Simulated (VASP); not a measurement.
Zn, 2 atoms in the cell. It takes space group P6_3/mmc (No. 194, hexagonal). Conventional cell: a = 2.626 Å, b = 2.626 Å, c = 5.057 Å, α = 90.00°, β = 90.00°, γ = 120.00°. Zn (site symmetry -6m2) has 12 Zn at 2.63 to 2.95 Å within 3.5 Å. 

```yaml
Program: VASP 6.6.1
Task: relaxation of shape and atoms at fixed volume
Functional: PBEsol
Potentials_or_basis: VASP PAW PBE potentials, release 64 (Zn)
Cutoff: 600 eV
k_mesh: 18 × 18 × 8
Occupations: gaussian, width 0.1 eV
Spin: no spin polarisation
Dipole_correction: no
Further_INCAR_settings: ALGO = Normal; EDIFF = 1e-07; IBRION = 2; EDIFFG = -0.01; NSW = 50; ISIF = 4
```

Potentials or basis: VASP PAW PBE potentials, release 64 (Zn).

Command:

```sh
$ cat potpaw_PBE.64/Zn/POTCAR > POTCAR
$ mpirun -np 1 vasp_std > vasp.out
```

Hardware: 1 thread of Intel(R) Xeon(R) Platinum 8259CL CPU @ 2.50GHz (Skylake/Cascade Lake) (shared host).

Problem. Estimate the wall time of this run.

Solution. It took 3.1 min on 1 thread of Intel(R) Xeon(R) Platinum 8259CL CPU @ 2.50GHz (Skylake/Cascade Lake), with other jobs on the host, peak memory 0.23 GiB. Counts: scf iterations 26, k points 185, ion steps 3.
